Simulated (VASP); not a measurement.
# CoSi2 (Fm-3m) in VASP: further runs

CoSi2 is run at these levels: r2SCAN; tasks: single point.

Program: VASP 6.6.1. These are calculated values, not measurements. Logs are shortened: lines on timing, memory, paths and dates and some standing lists are left out, and cuts for length are marked.

### 1 The cell of the first run

The structure is cubic, space group Fm-3m (No. 225). Conventional cell: a = 5.403 Å, b = 5.403 Å, c = 5.403 Å, α = 90.00°, β = 90.00°, γ = 90.00°. Within 3.1 Å of Co (site symmetry m-3m) lie 8 Si at 2.34 Å. Si (site symmetry -43m) has 4 Co at 2.34 Å and 6 Si at 2.70 Å within 3.1 Å.

### 2 Single point, r2SCAN, collinear spin, ferromagnetic start

File POSCAR:

```
CoSi2
1.0
    0.0000000000      2.7015959295      2.7015959295
    2.7015959295      0.0000000000      2.7015959295
    2.7015959295      2.7015959295      0.0000000000
Co Si
1 2
Direct
    0.0000000000      0.0000000000      0.0000000000
    0.2500000000      0.2500000000      0.2500000000
    0.7500000000      0.7500000000      0.7500000000
```

File INCAR.step1:

```
ALGO = Normal
EDIFF = 1E-4
ENCUT = 520
GGA = PE
ISMEAR = -1
ISPIN = 2
LASPH = T
LCHARG = F
LMAXMIX = 4
LREAL = F
LWAVE = T
MAGMOM = 2.5 0 0
NBANDS = 20
NELM = 150
PREC = Accurate
SIGMA = 0.1
```

File INCAR.step2:

```
ALGO = Normal
EDIFF = 1E-6
ENCUT = 520
ISIF = 2
ISMEAR = -1
ISPIN = 2
ISTART = 1
LASPH = T
LCHARG = T
LELF = T
LMAXMIX = 4
LMIXTAU = T
LORBIT = 11
LREAL = F
LVHAR = T
LWAVE = F
MAGMOM = 2.5 0 0
METAGGA = R2SCAN
NBANDS = 20
NELM = 150
PREC = Accurate
SIGMA = 0.1
```

File KPOINTS:

```
k-points
0
Gamma
  9 9 9
```

Potentials or basis: VASP PAW PBE potentials, release 64 (Co, Si).

Launch:

```console
cat potpaw_PBE.64/Co/POTCAR potpaw_PBE.64/Si/POTCAR > POTCAR
cp INCAR.step1 INCAR
mpirun -np 1 vasp_std > vasp.out
cp INCAR.step2 INCAR
mpirun -np 1 vasp_std > vasp.out
```

OUTCAR:

```text
EDIFF = 1E-6
   ENCUT = 520
   ISIF = 2
   ISMEAR = -1
   ISPIN = 2
   ISTART = 1
   LASPH = T
   LORBIT = 11
   LREAL = F
   METAGGA = R2SCAN
   NELM = 150
   PREC = Accurate

 ion  position               nearest neighbor table
   1  0.000  0.000  0.000-   3 2.34   3 2.34   3 2.34   2 2.34   3 2.34   2 2.34   2 2.34   2 2.34

   2  0.250  0.250  0.250-   1 2.34   1 2.34   1 2.34   1 2.34   3 2.70   3 2.70   3 2.70   3 2.70
                             3 2.70   3 2.70
   3  0.750  0.750  0.750-   1 2.34   1 2.34   1 2.34   1 2.34   2 2.70   2 2.70   2 2.70   2 2.70
                             2 2.70   2 2.70

  LATTYP: Found a face centered cubic cell.
 ALAT       =     5.4031918590

  Lattice vectors:

 A1 = (   0.0000000000,   2.7015959295,   2.7015959295)
 A2 = (   2.7015959295,   0.0000000000,   2.7015959295)
 A3 = (   2.7015959295,   2.7015959295,   0.0000000000)

Analysis of symmetry for initial positions (statically):
=====================================================================
 Subroutine PRICEL returns:
 Original cell was already a primitive cell.

 Routine SETGRP: Setting up the symmetry group for a
 face centered cubic supercell.

 Subroutine GETGRP returns: Found 48 space group operations
 (whereof 48 operations were pure point group operations)
 out of a pool of 48 trial point group operations.

The static configuration has the point symmetry O_h .

Analysis of symmetry for dynamics (positions and initial velocities):
=====================================================================
 Subroutine PRICEL returns:
 Original cell was already a primitive cell.

 Routine SETGRP: Setting up the symmetry group for a
 face centered cubic supercell.

 Subroutine GETGRP returns: Found 48 space group operations
 (whereof 48 operations were pure point group operations)
 out of a pool of 48 trial point group operations.

The dynamic configuration has the point symmetry O_h .

Analysis of structural, dynamic, and magnetic symmetry:
=====================================================================
 Subroutine PRICEL returns:
 Original cell was already a primitive cell.

 Routine SETGRP: Setting up the symmetry group for a
 face centered cubic supercell.

 Subroutine GETGRP returns: Found 48 space group operations
 (whereof 48 operations were pure point group operations)
 out of a pool of 48 trial point group operations.

The overall configuration has the point symmetry O_h .

 Subroutine INISYM returns: Found 48 space group operations
 (whereof 48 operations are pure point group operations),
 and found     1 'primitive' translations

----------------------------------------------------------------------------------------

                                     Primitive cell

  volume of cell :      39.4358

  direct lattice vectors                    reciprocal lattice vectors
     0.000000000  2.701595929  2.701595929    -0.185075790  0.185075790  0.185075790
     2.701595929  0.000000000  2.701595929     0.185075790 -0.185075790  0.185075790
     2.701595929  2.701595929  0.000000000     0.185075790  0.185075790 -0.185075790

  length of vectors
     3.820633604  3.820633604  3.820633604     0.320560671  0.320560671  0.320560671

  position of ions in fractional coordinates (direct lattice)
     0.000000000  0.000000000  0.000000000
     0.250000000  0.250000000  0.250000000
     0.750000000  0.750000000  0.750000000

  ion indices of the primitive-cell ions
   primitive index   ion index
                 1           1
                 2           2
                 3           3

----------------------------------------------------------------------------------------

 KPOINTS: k-points

Automatic generation of k-mesh.
 Grid dimensions read from file:
 generate k-points for:    9    9    9

 Generating k-lattice:

  Cartesian coordinates                     Fractional coordinates (reciprocal lattice)
    -0.020563977  0.020563977  0.020563977     0.111111111  0.000000000  0.000000000
     0.020563977 -0.020563977  0.020563977     0.000000000  0.111111111  0.000000000
     0.020563977  0.020563977 -0.020563977     0.000000000  0.000000000  0.111111111

  Length of vectors
     0.035617852  0.035617852  0.035617852

  Shift w.r.t. Gamma in fractional coordinates (k-lattice)
     0.000000000  0.000000000  0.000000000

 Subroutine IBZKPT returns following result:
 ===========================================

 Found     35 irreducible k-points:

 Following reciprocal coordinates:
            Coordinates               Weight
  0.000000  0.000000  0.000000      1.000000
  0.111111  0.000000  0.000000      8.000000
  0.222222  0.000000  0.000000      8.000000
  0.333333  0.000000  0.000000      8.000000
  0.444444  0.000000  0.000000      8.000000
  0.111111  0.111111  0.000000      6.000000
[... 16 lines left out ...]
 -0.333333  0.333333  0.000000     12.000000
  0.444444  0.444444  0.000000      6.000000
 [... further k-points ...]
   k-points           NKPTS =     35   k-points in BZ     NKDIM =     35   number of bands    NBANDS=     20
   number of dos      NEDOS =    301   number of ions     NIONS =      3
   total plane-waves  NPLWV =  21952
   dimension x,y,z NGX =    28 NGY =   28 NGZ =   28
   dimension x,y,z NGXF=    56 NGYF=   56 NGZF=   56
   ions per type =               1   2
   NGX,Y,Z   is equivalent  to a cutoff of  12.18, 12.18, 12.18 a.u.
   NGXF,Y,Z  is equivalent  to a cutoff of  24.37, 24.37, 24.37 a.u.
 SYSTEM =  unknown system
   PREC   = accura    normal or accurate (medium, high low for compatibility)
   ISTART =      1    job   : 0-new  1-cont  2-samecut
   ICHARG =      0    charge: 1-file 2-atom 10-const
   ISPIN  =      2    spin polarized calculation?
   LNONCOLLINEAR =      F non collinear calculations
   LSORBIT =      F    spin-orbit coupling
   LASPH  =      T    aspherical Exc in radial PAW
   ENCUT  =  520.0 eV  38.22 Ry    6.18 a.u.   7.10  7.10  7.10*2*pi/ulx,y,z
   NELM   =    150;   NELMIN=  2; NELMDL=  0     # of ELM steps
   EDIFF  = 0.1E-05   stopping-criterion for ELM
   LREAL  =      F    real-space projection
   EDIFFG = 0.1E-04   stopping-criterion for IOM
   NSW    =      0    number of steps for IOM
   IBRION =     -1    ionic relax: 0-MD 1-quasi-New 2-CG
   NFREE  =      0    steps in history (QN), initial steepest desc. (CG)
   ISIF   =      2    stress and relaxation
   ISYM   =      2    0-nonsym 1-usesym 2-fastsym
   POTIM  = 0.5000    time-step for ionic-motion
   TEBEG  =    0.0;   TEEND  =   0.0 temperature during run
   PSTRESS=    0.0 pullay stress
   NELECT =      17.0000    total number of electrons
   NUPDOWN=      -1.0000    fix difference up-down
   EMIN   =  10.00;   EMAX   =-10.00  energy-range for DOS
   EFERMI =   0.00;   METHOD = LEGACY
   ISMEAR =    -1;   SIGMA  =   0.10  broadening in eV -4-tet -1-fermi 0-gaus
   EFERMI_NEDOS =   21; number of points for ismear=-14 and -15
   IALGO  =     38    algorithm
   IMIX   =      4    mixing-type and parameters
     AMIX     =   0.40;   BMIX     =  1.00
     AMIX_MAG =   1.60;   BMIX_MAG =  1.00
  volume/ion in A,a.u.               =      13.15        88.71
  Fermi-wavevector in a.u.,A,eV,Ry     =   1.236690  2.337005 20.808770  1.529401
  Thomas-Fermi vector in A             =   2.371288
   LORBIT       =     11    0 simple, 1 ext, 2 COOP (PROOUT), +10 PAW based schemes
   METAGGA = R2SCAN    functional components
   LHFCALC =     F    Hartree Fock is set to
   AEXX    =    0.0000 exact exchange contribution
   IVDW    =     0    specifies the selected vdW correction
   LEPSILON=     F    determine dielectric tensor
   LRPA    =     F    only Hartree local field effects (RPA)
 spin polarized calculation
  energy-cutoff  :      520.00
  volume of cell :       39.44
 maximum number of plane-waves:      1073
   NGX = 15   NGY = 15   NGZ = 15

 number of electron      16.9999992 magnetization      -0.0002858

 number of electron      16.9999992 magnetization       0.0000224

 Free energy of the ion-electron system (eV)
  ---------------------------------------------------
  ext. energy  EPLUGINS =         0.00000000
  ---------------------------------------------------
  free energy    TOTEN  =       -31.96659239 eV

  energy without entropy =      -31.92986999  energy(sigma->0) =      -31.94823119

 E-fermi :   9.6511     XC(G=0): -12.4115

 val. band max:        9.6385918837   @ k =  -0.2222   0.1111   0.0000
 cond. band min:       9.6555206034   @ k =   0.3333   0.1111   0.0000
 fundamental gap:      0.0169287197
 Fermi energy:         9.6511374409

 spin component 1

 k-point     1 :       0.0000    0.0000    0.0000
  band No.  band energies     occupation
      1      -3.9287      1.00000
      2       5.5125      1.00000
      3       5.5125      1.00000
      4       5.5125      1.00000
      5       7.7187      1.00000
      6       7.7187      1.00000
[... 12 lines left out ...]
     19      20.8840      0.00000
     20      25.2633      0.00000
[... 507 lines left out ...]
 k-point    24 :       0.4444    0.4444    0.0000
  band No.  band energies     occupation
      1      -0.1540      1.00000
      2       2.7519      1.00000
      3       3.1352      1.00000
      4       5.8033      1.00000
      5       5.8033      1.00000
      6       7.7849      1.00000
[... 12 lines left out ...]
     19      25.3119      0.00000
     20      25.4229      0.00000

 [... further k-points ...]

 spin component 2

 k-point     1 :       0.0000    0.0000    0.0000
  band No.  band energies     occupation
      1      -3.9287      1.00000
      2       5.5125      1.00000
      3       5.5125      1.00000
      4       5.5125      1.00000
      5       7.7187      1.00000
      6       7.7187      1.00000
[... 12 lines left out ...]
     19      20.8840      0.00000
     20      25.2633      0.00000
[... 507 lines left out ...]
 k-point    24 :       0.4444    0.4444    0.0000
  band No.  band energies     occupation
      1      -0.1540      1.00000
      2       2.7519      1.00000
      3       3.1352      1.00000
      4       5.8033      1.00000
      5       5.8033      1.00000
      6       7.7849      1.00000
[... 12 lines left out ...]
     19      25.3119      0.00000
     20      25.4229      0.00000

 [... further k-points ...]
[... 5 lines left out ...]
  --------------------------------------------------------------------------------------
  -------------------------------------------------------------------------------------
  Total       -2.1532453     -2.1532453     -2.1532453      0.0000000      0.0000000      0.0000000
  in kB      -87.4808349    -87.4808349    -87.4808349      0.0000000      0.0000000      0.0000000
  external PRESSURE =     -87.4808349 kB  Pullay stress =       0.0000000 kB

 VOLUME and BASIS-vectors are now :
 -----------------------------------------------------------------------------
  energy-cutoff  :      520.00
  volume of cell :       39.44
      direct lattice vectors                 reciprocal lattice vectors
     0.000000000  2.701595929  2.701595929    -0.185075790  0.185075790  0.185075790
     2.701595929  0.000000000  2.701595929     0.185075790 -0.185075790  0.185075790
     2.701595929  2.701595929  0.000000000     0.185075790  0.185075790 -0.185075790

 POSITION                                       TOTAL-FORCE (eV/Angst)
 -----------------------------------------------------------------------------------
      0.00000      0.00000      0.00000         0.000000     -0.000000     -0.000000
      1.35080      1.35080      1.35080        -0.000000     -0.000000     -0.000000
      4.05239      4.05239      4.05239         0.000000      0.000000      0.000000
 -----------------------------------------------------------------------------------
    total drift:                               -0.000000     -0.000000      0.000000

  FREE ENERGIE OF THE ION-ELECTRON SYSTEM (eV)
  ---------------------------------------------------
  free  energy   TOTEN  =       -31.9665923860 eV

  energy  without entropy=      -31.9298699944  energy(sigma->0) =      -31.94823119

 total charge

# of ion       s       p       d       tot
------------------------------------------
    1        0.548   0.729   7.570   8.847
    2        0.708   0.870   0.000   1.579
    3        0.708   0.870   0.000   1.579
--------------------------------------------------
tot          1.964   2.469   7.570  12.004

 magnetization (x)

# of ion       s       p       d       tot
------------------------------------------
    1       -0.000   0.000   0.000   0.000
    2       -0.000  -0.000   0.000  -0.000
    3       -0.000  -0.000   0.000  -0.000
--------------------------------------------------
tot         -0.000  -0.000   0.000   0.000
```

Wall time 2.8 min (1 thread of Intel Xeon 8259CL, shared host); peak memory 0.21 GiB.

What came out:

```
Free energy                                           : -31.9666 eV
Pressure                                              : -8.7 GPa
Net moment                                            : 0.00 μB per cell
Valence electrons inside the program's atomic spheres : Co 8.85; Si 1.58
```

Levels at points of the mesh, in eV from the Fermi level:
Spin up:
```tsv
k point	band 6	band 7	band 8	band 9	band 10	band 11	band 12	band 13
(0.00, 0.00, 0.00)	-1.93	0.97	3.51	3.51	3.51	3.58	3.58	3.58
```
Spin down:
```tsv
k point	band 7	band 8	band 9	band 10	band 11	band 12
(0.00, 0.00, 0.00)	0.97	3.51	3.51	3.51	3.58	3.58
```

Caveat: the cell stands under tension; the moments typed at the start vanished in this run; the PAW data sets were made with another functional, which shifts forces and pressure a little.

### 3 Single point, r2SCAN, collinear spin, ferromagnetic start

This run uses another cell than the first one, of 13.49 Å³/atom.

File POSCAR:

```
CoSi2
1.0
    0.0000000000      2.7247867284      2.7247867284
    2.7247867284      0.0000000000      2.7247867284
    2.7247867284      2.7247867284      0.0000000000
Co Si
1 2
Direct
    0.0000000000      0.0000000000      0.0000000000
    0.2500000000      0.2500000000      0.2500000000
    0.7500000000      0.7500000000      0.7500000000
```

File INCAR.step1:

```
SYSTEM = CoSi2
  ALGO = Normal
  EDIFF = 1E-4
  ENCUT = 520
  GGA = PE
  ISMEAR = -1
  ISPIN = 2
  LASPH = .True.
  LCHARG = .False.
  LMAXMIX = 4
  LREAL = .False.
  LWAVE = .True.
  MAGMOM = 2.5 0 0
  NBANDS = 20
  NELM = 150
  PREC = Accurate
  SIGMA = 0.1
```

File INCAR.step2:

```
SYSTEM = CoSi2
  ALGO = Normal
  EDIFF = 1E-7
  ENCUT = 520
  ISIF = 2
  ISMEAR = -1
  ISPIN = 2
  ISTART = 1
  LASPH = .True.
  LCHARG = .False.
  LMAXMIX = 4
  LMIXTAU = .True.
  LORBIT = 11
  LREAL = .False.
  LWAVE = .False.
  MAGMOM = 2.5 0 0
  METAGGA = R2SCAN
  NBANDS = 20
  NELM = 150
  PREC = Accurate
  SIGMA = 0.1
```

File KPOINTS:

```
k-points
0
Gamma
  9 9 9
  0 0 0
```

Potentials or basis: VASP PAW PBE potentials, release 64 (Co, Si).

Launch:

```console
cat potpaw_PBE.64/Co/POTCAR potpaw_PBE.64/Si/POTCAR > POTCAR
cp INCAR.step1 INCAR
mpirun -np 1 vasp_std > vasp.out
cp INCAR.step2 INCAR
mpirun -np 1 vasp_std > vasp.out
```

Wall time 4.7 min (1 thread of Intel Xeon 8259CL, shared host); peak memory 0.22 GiB.

The run converged. Its results:

```
Free energy                                           : -31.8985 eV
Pressure                                              : -12.5 GPa
Net moment                                            : 0.00 μB per cell
Valence electrons inside the program's atomic spheres : Co 8.78; Si 1.56
```

Levels at points of the mesh, in eV from the Fermi level:
Spin up:
| k point | band 7 | band 8 | band 9 | band 10 | band 11 | band 12 |
| --- | --- | --- | --- | --- | --- | --- |
| (0.00, 0.00, 0.00) | 0.70 | 3.41 | 3.41 | 3.41 | 3.57 | 3.57 |
Spin down:
| k point | band 6 | band 7 | band 8 | band 9 | band 10 | band 11 | band 12 | band 13 |
| --- | --- | --- | --- | --- | --- | --- | --- | --- |
| (0.00, 0.00, 0.00) | -1.85 | 0.70 | 3.41 | 3.41 | 3.41 | 3.57 | 3.57 | 3.57 |

Caveat: the cell stands under tension; the moments typed at the start vanished in this run; the PAW data sets were made with another functional, which shifts forces and pressure a little.

(Part 1 of 2 ends here.)
